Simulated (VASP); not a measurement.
# SnTe3As (P6_3/mmc) in VASP: further runs

Runs on SnTe3As. Level: PBE. Tasks: single point, relaxation of cell and atoms.

Everything below comes from runs of VASP 6.6.1. Logs are shortened: lines on timing, memory, paths and dates and some standing lists are left out, and cuts for length are marked.

## (1) The cell of the first run

Symmetry: P6_3/mmc, No. 194, hexagonal system. Conventional cell: a = 7.307 Å, b = 7.307 Å, c = 6.496 Å, α = 90.00°, β = 90.00°, γ = 120.00°. Sn (site symmetry -6m2) has 12 Te at 3.65 to 3.90 Å and 6 As at 4.52 Å within 4.8 Å. Te (site symmetry mm2) has 2 As at 2.62 Å and 8 Te at 3.57 to 3.85 Å and 4 Sn at 3.65 to 3.90 Å within 4.0 Å. Within 3.5 Å of As (site symmetry -3m) lie 6 Te at 2.62 Å and 2 As at 3.25 Å.

The cell was generated, and may not be a known phase.

## (2) Single point, PBE

Contents of INCAR:

```
  ALGO = Normal
  EDIFF = 1E-7
  ENCUT = 520
  GGA = PE
  ISIF = 2
  ISMEAR = 0
  LASPH = True
  LCHARG = True
  LELF = True
  LREAL = False
  LVHAR = True
  LWAVE = False
  NBANDS = 48
  NELM = 60
  PREC = Accurate
  SIGMA = 0.1
```

Contents of KPOINTS:

```
k-points
0
Gamma
  3 3 4
```

Contents of POSCAR:

```
SnTe3As
1.0
    7.3065775500      0.0000000000      0.0000000000
   -3.6532887700      6.3276817700      0.0000000000
    0.0000000000      0.0000000000      6.4964621500
Sn Te As
2 6 2
Direct
    0.6666666700      0.3333333300      0.2500000000
    0.3333333300      0.6666666700      0.7500000000
    0.3253210500      0.1626605200      0.7500000000
    0.6746789500      0.8373394800      0.2500000000
    0.8373394800      0.1626605200      0.7500000000
    0.1626605200      0.8373394800      0.2500000000
    0.8373394800      0.6746789500      0.7500000000
    0.1626605200      0.3253210500      0.2500000000
    0.0000000000      0.0000000000      0.5000000000
    0.0000000000      0.0000000000      0.0000000000
```

Potentials or basis: VASP PAW PBE potentials, release 64 (Sn_d, Te, As).

Command:

```console
$ cat potpaw_PBE.64/Sn_d/POTCAR potpaw_PBE.64/Te/POTCAR potpaw_PBE.64/As/POTCAR > POTCAR
$ mpirun -np 1 vasp_std > vasp.out
```

OUTCAR:

```text
EDIFF = 1E-7
   ENCUT = 520
   GGA = PE
   ISIF = 2
   ISMEAR = 0
   LASPH = True
   LREAL = False
   NELM = 60
   PREC = Accurate

 ion  position               nearest neighbor table
   1  0.667  0.333  0.250-   4 3.65   8 3.65   6 3.65   6 3.65   4 3.65   8 3.65
   2  0.333  0.667  0.750-   3 3.65   7 3.65   5 3.65   5 3.65   3 3.65   7 3.65
   3  0.325  0.163  0.750-   9 2.62  10 2.62   7 3.57   5 3.57   2 3.65   2 3.65
   4  0.675  0.837  0.250-   9 2.62  10 2.62   8 3.57   6 3.57   1 3.65   1 3.65
   5  0.837  0.163  0.750-   9 2.62  10 2.62   7 3.57   3 3.57   2 3.65   2 3.65
   6  0.163  0.837  0.250-   9 2.62  10 2.62   8 3.57   4 3.57   1 3.65   1 3.65
   7  0.837  0.675  0.750-   9 2.62  10 2.62   5 3.57   3 3.57   2 3.65   2 3.65
   8  0.163  0.325  0.250-   9 2.62  10 2.62   6 3.57   4 3.57   1 3.65   1 3.65
   9  0.000  0.000  0.500-   5 2.62   6 2.62   7 2.62   8 2.62   3 2.62   4 2.62
  10  0.000  0.000  0.000-   5 2.62   6 2.62   7 2.62   8 2.62   3 2.62   4 2.62

  LATTYP: Found a hexagonal cell.
 ALAT       =     7.3065775500
 C/A-ratio  =     0.8891251897

  Lattice vectors:

 A1 = (   7.3065775500,   0.0000000000,   0.0000000000)
 A2 = (  -3.6532887700,   6.3276817700,   0.0000000000)
 A3 = (   0.0000000000,   0.0000000000,   6.4964621500)

Analysis of symmetry for initial positions (statically):
=====================================================================
 Subroutine PRICEL returns:
 Original cell was already a primitive cell.

 Routine SETGRP: Setting up the symmetry group for a
 hexagonal supercell.

 Subroutine GETGRP returns: Found 24 space group operations
 (whereof 12 operations were pure point group operations)
 out of a pool of 24 trial point group operations.

The static configuration has the point symmetry D_3d.
 The point group associated with its full space group is D_6h.

Analysis of symmetry for dynamics (positions and initial velocities):
=====================================================================
 Subroutine PRICEL returns:
 Original cell was already a primitive cell.

 Routine SETGRP: Setting up the symmetry group for a
 hexagonal supercell.

 Subroutine GETGRP returns: Found 24 space group operations
 (whereof 12 operations were pure point group operations)
 out of a pool of 24 trial point group operations.

The dynamic configuration has the point symmetry D_3d.
 The point group associated with its full space group is D_6h.

 Subroutine INISYM returns: Found 24 space group operations
 (whereof 12 operations are pure point group operations),
 and found     1 'primitive' translations
[... 105 lines left out ...]
   PSTRESS=    0.0 pullay stress
   NELECT =      74.0000    total number of electrons
   NUPDOWN=      -1.0000    fix difference up-down
   EMIN   =  10.00;   EMAX   =-10.00  energy-range for DOS
   EFERMI =   0.00;   METHOD = LEGACY
   ISMEAR =     0;   SIGMA  =   0.10  broadening in eV -4-tet -1-fermi 0-gaus
   EFERMI_NEDOS =   21; number of points for ismear=-14 and -15
   IALGO  =     38    algorithm
   IMIX   =      4    mixing-type and parameters
     AMIX     =   0.40;   BMIX     =  1.00
     AMIX_MAG =   1.60;   BMIX_MAG =  1.00
  volume/ion in A,a.u.               =      30.04       202.69
  Fermi-wavevector in a.u.,A,eV,Ry     =   1.026298  1.939422 14.330853  1.053288
  Thomas-Fermi vector in A             =   2.160184
   LORBIT       =      0    0 simple, 1 ext, 2 COOP (PROOUT), +10 PAW based schemes
   GGA     = PE    functional components
   LHFCALC =     F    Hartree Fock is set to
   AEXX    =    0.0000 exact exchange contribution
   IVDW    =     0    specifies the selected vdW correction
   LEPSILON=     F    determine dielectric tensor
   LRPA    =     F    only Hartree local field effects (RPA)
 non-spin polarized calculation
 Gauss-broadening in eV      SIGMA  =   0.10
  energy-cutoff  :      520.00
  volume of cell :      300.36
 maximum number of plane-waves:      8119
 NGX is ok and might be reduce to    54
   NGX = 27   NGY = 27   NGZ = 25

 number of electron      73.9999998 magnetization

 Free energy of the ion-electron system (eV)
  ---------------------------------------------------
  ext. energy  EPLUGINS =         0.00000000
  ---------------------------------------------------
  free energy    TOTEN  =       -32.41587715 eV

  energy without entropy =      -32.38448931  energy(sigma->0) =      -32.40018323

 E-fermi :   6.3166     XC(G=0):  -9.4290

 val. band max:        6.3007329454   @ k =   0.3333  -0.0000   0.2500
 cond. band min:       6.4036574913   @ k =   0.3333  -0.0000   0.2500
 fundamental gap:      0.1029245459
 Fermi energy:         6.3165782828

 k-point     1 :       0.0000    0.0000    0.0000
  band No.  band energies     occupation
      1     -16.0258      2.00000
      2     -16.0251      2.00000
      3     -16.0168      2.00000
      4     -16.0168      2.00000
      5     -16.0162      2.00000
      6     -16.0162      2.00000
[... 448 lines left out ...]
     47       9.8741      0.00000
     48       9.8741      0.00000

------------------------ aborting loop because EDIFF is reached ----------------------------------------

  FORCE on cell =-STRESS in cart. coord.  units (eV):
  Direction    XX          YY          ZZ          XY          YZ          ZX
  --------------------------------------------------------------------------------------
  -------------------------------------------------------------------------------------
  Total       11.0553511     11.0553511     12.3038050      0.0000000      0.0000000      0.0000000
  in kB       58.9722344     58.9722343     65.6318252      0.0000000      0.0000000      0.0000000
  external PRESSURE =      61.1920980 kB  Pullay stress =       0.0000000 kB

 VOLUME and BASIS-vectors are now :
 -----------------------------------------------------------------------------
  energy-cutoff  :      520.00
  volume of cell :      300.36
      direct lattice vectors                 reciprocal lattice vectors
     7.306577550  0.000000000  0.000000000     0.136862983  0.079017880  0.000000000
    -3.653288770  6.327681770  0.000000000     0.000000000  0.158035760  0.000000000
     0.000000000  0.000000000  6.496462150     0.000000000  0.000000000  0.153929936

 POSITION                                       TOTAL-FORCE (eV/Angst)
 -----------------------------------------------------------------------------------
      3.65329      2.10923      1.62412        -0.000000     -0.000000      0.000000
     -0.00000      4.21845      4.87235        -0.000000     -0.000000      0.000000
      1.78274      1.02926      4.87235         2.296036      1.325617      0.000000
      1.87055      5.29842      1.62412        -2.296036     -1.325617      0.000000
      5.52384      1.02926      4.87235        -2.296036      1.325617      0.000000
     -1.87055      5.29842      1.62412         2.296036     -1.325617     -0.000000
      3.65329      4.26915      4.87235        -0.000000     -2.651234      0.000000
     -0.00000      2.05853      1.62412         0.000000      2.651234      0.000000
      0.00000      0.00000      3.24823        -0.000000     -0.000000      0.000000
      0.00000      0.00000      0.00000        -0.000000     -0.000000      0.000000
 -----------------------------------------------------------------------------------
    total drift:                               -0.000023      0.000013      0.000000

  FREE ENERGIE OF THE ION-ELECTRON SYSTEM (eV)
  ---------------------------------------------------
  free  energy   TOTEN  =       -32.4158771493 eV

  energy  without entropy=      -32.3844893141  energy(sigma->0) =      -32.40018323
```

OSZICAR:

```text
N       E                     dE             d eps       ncg     rms          rms(c)
DAV:   1     0.609017241655E+03    0.60902E+03   -0.30228E+04   864   0.151E+03
DAV:   2     0.546868748327E+02   -0.55433E+03   -0.53480E+03   928   0.357E+02
DAV:   3    -0.278222822878E+02   -0.82509E+02   -0.79023E+02  1048   0.138E+02
DAV:   4    -0.328829843059E+02   -0.50607E+01   -0.49434E+01  1024   0.341E+01
DAV:   5    -0.330986244750E+02   -0.21564E+00   -0.21512E+00  1280   0.758E+00    0.161E+01
DAV:   6    -0.324346188857E+02    0.66401E+00   -0.89741E-01  1064   0.426E+00    0.964E+00
DAV:   7    -0.324358858184E+02   -0.12669E-02   -0.49436E-01  1040   0.200E+00    0.244E+00
DAV:   8    -0.324236976051E+02    0.12188E-01   -0.17178E-01  1008   0.197E+00    0.509E-01
DAV:   9    -0.324158139101E+02    0.78837E-02   -0.27330E-02  1032   0.866E-01    0.152E-01
DAV:  10    -0.324158766473E+02   -0.62737E-04   -0.17715E-03  1080   0.160E-01    0.884E-02
DAV:  11    -0.324158861623E+02   -0.95150E-05   -0.31334E-04  1176   0.833E-02    0.352E-02
DAV:  12    -0.324158811196E+02    0.50427E-05   -0.52975E-05   992   0.265E-02    0.181E-02
DAV:  13    -0.324158786540E+02    0.24655E-05   -0.82324E-06  1008   0.114E-02    0.890E-03
DAV:  14    -0.324158770925E+02    0.15616E-05   -0.28065E-06  1096   0.786E-03    0.447E-03
DAV:  15    -0.324158771941E+02   -0.10164E-06   -0.65028E-07   936   0.248E-03    0.132E-03
DAV:  16    -0.324158771493E+02    0.44829E-07   -0.47889E-08   640   0.922E-04
   1 F= -.32415877E+02 E0= -.32400183E+02  d E =-.313878E-01
```

stdout:

```text
POSCAR found type information on POSCAR SnTeAs
 POSCAR found :  3 types and      10 ions
 scaLAPACK will be used
 LDA part: xc-table for (Slater+PW92), standard interpolation
 POSCAR, INCAR and KPOINTS ok, starting setup
 FFT: planning ... GRIDC
 FFT: planning ... GRID_SOFT
 FFT: planning ... GRID
 WAVECAR not read
 entering main loop
```

Run time: 4.4 min. Hardware: 1 thread of AMD EPYC 7R43 (Zen 3), shared host; peak memory 0.39 GiB.

What came out:

```yaml
Free_energy: -32.4159 eV
Pressure: 6.1 GPa
Largest_force: 2.651 eV/Å
Band_gap_on_the_k_mesh: zero (bands 37 and 38 overlap by 0.72 eV)
```

Forces on the atoms (eV/Å):
```
Sn   0.000  0.000  0.000
Sn   0.000  0.000  0.000
Te   2.296  1.326  0.000
Te  -2.296 -1.326  0.000
Te  -2.296  1.326  0.000
Te   2.296 -1.326  0.000
Te   0.000 -2.651  0.000
Te   0.000  2.651  0.000
As   0.000  0.000  0.000
As   0.000  0.000  0.000
```

Levels at points of the mesh, in eV from the Fermi level:
```
           k point  band 33  band 34  band 35  band 36  band 37  band 38  band 39  band 40  band 41  band 42
(0.00, 0.00, 0.00)    -1.35    -0.74    -0.72    -0.24    -0.05    -0.05     0.61     2.31     2.45     2.45
(0.00, 0.00, 0.50)    -1.04    -1.04    -0.51    -0.51    -0.15    -0.15     0.26     0.26     2.43     2.43
```

Caveat: the cell stands under pressure; spin-orbit coupling is left out, which moves the levels of the heavy elements; forces of over 1 eV/Å act on the atoms, so gaps and moduli don't describe the material at rest.

## (3) Single point, PBE

This run uses another cell than the first one, of 30.97 Å³/atom.

Contents of INCAR:

```
SYSTEM = SnTe3As
  PREC = Accurate
  ENCUT = 520
  EDIFF = 1E-7
  ISMEAR = 0
  SIGMA = 0.1
  LREAL = .FALSE.
  LASPH = .TRUE.
  NELM = 60
  ALGO = Normal
  ISIF = 2
  LWAVE = .FALSE.
  LCHARG = .FALSE.
  GGA = PE
  NBANDS = 48
```

Contents of KPOINTS:

```
Automatic mesh
0
G
  3 3 4
  0 0 0
```

Contents of POSCAR:

```
SnTe3As
1.0
    7.2386857485     -0.0000000029      0.0000000000
   -3.6193428718      6.2688857497      0.0000000000
    0.0000000000      0.0000000000      6.8238160201
Sn Te As
2 6 2
Direct
    0.6666666667      0.3333333333      0.2500000000
    0.3333333333      0.6666666667      0.7500000000
    0.3572369560      0.1786184780      0.7500000000
    0.6427630440      0.8213815220      0.2500000000
    0.8213815220      0.1786184780      0.7500000000
    0.1786184780      0.8213815220      0.2500000000
    0.8213815220      0.6427630440      0.7500000000
    0.1786184780      0.3572369560      0.2500000000
    0.0000000000      0.0000000000      0.5000000000
    0.0000000000      0.0000000000      0.0000000000
```

Potentials or basis: VASP PAW PBE potentials, release 64 (Sn_d, Te, As).

Command:

```console
$ cat potpaw_PBE.64/Sn_d/POTCAR potpaw_PBE.64/Te/POTCAR potpaw_PBE.64/As/POTCAR > POTCAR
$ mpirun -np 1 vasp_std > vasp.out
```

OUTCAR:

```text
SYSTEM = SnTe3As
   PREC = Accurate
   ENCUT = 520
   EDIFF = 1E-7
   ISMEAR = 0
   LREAL = .FALSE.
   LASPH = .TRUE.
   NELM = 60
   ISIF = 2
   GGA = PE

 ion  position               nearest neighbor table
   1  0.667  0.333  0.250-   8 3.62   4 3.62   6 3.62   6 3.62   8 3.62   4 3.62
   2  0.333  0.667  0.750-   7 3.62   3 3.62   5 3.62   5 3.62   7 3.62   3 3.62
   3  0.357  0.179  0.750-   9 2.82  10 2.82   5 3.36   7 3.36   2 3.62   2 3.62
   4  0.643  0.821  0.250-   9 2.82  10 2.82   6 3.36   8 3.36   1 3.62   1 3.62
   5  0.821  0.179  0.750-   9 2.82  10 2.82   3 3.36   7 3.36   2 3.62   2 3.62
   6  0.179  0.821  0.250-   9 2.82  10 2.82   4 3.36   8 3.36   1 3.62   1 3.62
   7  0.821  0.643  0.750-   9 2.82  10 2.82   3 3.36   5 3.36   2 3.62   2 3.62
[... 669 lines left out ...]
  energy-cutoff  :      520.00
  volume of cell :      309.65
      direct lattice vectors                 reciprocal lattice vectors
     7.238685749 -0.000000003  0.000000000     0.138146624  0.079758991  0.000000000
    -3.619342872  6.268885750  0.000000000     0.000000000  0.159517981  0.000000000
     0.000000000  0.000000000  6.823816020     0.000000000  0.000000000  0.146545569

 POSITION                                       TOTAL-FORCE (eV/Angst)
 -----------------------------------------------------------------------------------
      3.61934      2.08963      1.70595        -0.000000      0.000000      0.000000
      0.00000      4.17926      5.11786        -0.000000     -0.000000      0.000000
      1.93944      1.11974      5.11786         0.006481      0.003742      0.000000
      1.67990      5.14915      1.70595        -0.006481     -0.003742     -0.000000
      5.29924      1.11974      5.11786        -0.006481      0.003742      0.000000
     -1.67990      5.14915      1.70595         0.006481     -0.003742     -0.000000
      3.61934      4.02941      5.11786        -0.000000     -0.007484     -0.000000
      0.00000      2.23948      1.70595         0.000000      0.007484      0.000000
      0.00000      0.00000      3.41191        -0.000000      0.000000      0.000000
      0.00000      0.00000      0.00000        -0.000000      0.000000      0.000000
 -----------------------------------------------------------------------------------
    total drift:                               -0.000001      0.000000     -0.000000

  FREE ENERGIE OF THE ION-ELECTRON SYSTEM (eV)
  ---------------------------------------------------
  free  energy   TOTEN  =       -34.0467114114 eV

  energy  without entropy=      -34.0204049167  energy(sigma->0) =      -34.03355816
```

OSZICAR:

```text
N       E                     dE             d eps       ncg     rms          rms(c)
DAV:   1     0.585703965178E+03    0.58570E+03   -0.30327E+04   864   0.150E+03
DAV:   2     0.502767913211E+02   -0.53543E+03   -0.51521E+03   928   0.347E+02
DAV:   3    -0.292869009881E+02   -0.79564E+02   -0.76058E+02  1040   0.138E+02
DAV:   4    -0.343509108272E+02   -0.50640E+01   -0.49081E+01  1016   0.346E+01
DAV:   5    -0.346035984574E+02   -0.25269E+00   -0.25013E+00  1328   0.779E+00    0.139E+01
DAV:   6    -0.340643293283E+02    0.53927E+00   -0.80207E-01  1072   0.379E+00    0.867E+00
DAV:   7    -0.340601641267E+02    0.41652E-02   -0.41556E-01  1008   0.186E+00    0.164E+00
DAV:   8    -0.340482270624E+02    0.11937E-01   -0.12773E-01   992   0.154E+00    0.422E-01
DAV:   9    -0.340469023780E+02    0.13247E-02   -0.14721E-02   992   0.571E-01    0.134E-01
DAV:  10    -0.340467151888E+02    0.18719E-03   -0.11399E-03  1160   0.151E-01    0.686E-02
DAV:  11    -0.340467265048E+02   -0.11316E-04   -0.32548E-04  1128   0.728E-02    0.360E-02
DAV:  12    -0.340467135564E+02    0.12948E-04   -0.43215E-05  1000   0.254E-02    0.137E-02
DAV:  13    -0.340467118064E+02    0.17499E-05   -0.61339E-06  1048   0.903E-03    0.394E-03
DAV:  14    -0.340467114746E+02    0.33178E-06   -0.44872E-07   920   0.255E-03    0.190E-03
DAV:  15    -0.340467114114E+02    0.63237E-07   -0.58925E-08   632   0.133E-03
   1 F= -.34046711E+02 E0= -.34033558E+02  d E =-.263065E-01
```

stdout:

```text
POSCAR found type information on POSCAR SnTeAs
 POSCAR found :  3 types and      10 ions
 scaLAPACK will be used
 LDA part: xc-table for (Slater+PW92), standard interpolation
 POSCAR, INCAR and KPOINTS ok, starting setup
 FFT: planning ... GRIDC
 FFT: planning ... GRID_SOFT
 FFT: planning ... GRID
 WAVECAR not read
 entering main loop
```

Run time: 5.2 min. Hardware: 1 thread of AMD EPYC 7R43 (Zen 3), shared host; peak memory 0.42 GiB.

Results:

```
Free energy            : -34.0467 eV
Pressure               : 0.0 GPa
Largest force          : 0.007 eV/Å
Band gap on the k mesh : zero (bands 37 and 38 overlap by 1.09 eV)
```

Forces on the atoms (eV/Å):
```
Sn   0.000  0.000  0.000
Sn   0.000  0.000  0.000
Te   0.006  0.004  0.000
Te  -0.006 -0.004  0.000
Te  -0.006  0.004  0.000
Te   0.006 -0.004  0.000
Te   0.000 -0.007  0.000
Te   0.000  0.007  0.000
As   0.000  0.000  0.000
As   0.000  0.000  0.000
```

Caveat: spin-orbit coupling is left out, which moves the levels of the heavy elements.

(Part 1 of 2 ends here.)

The gap in the log of VASP goes by the Fermi energy; the results here count the filled bands.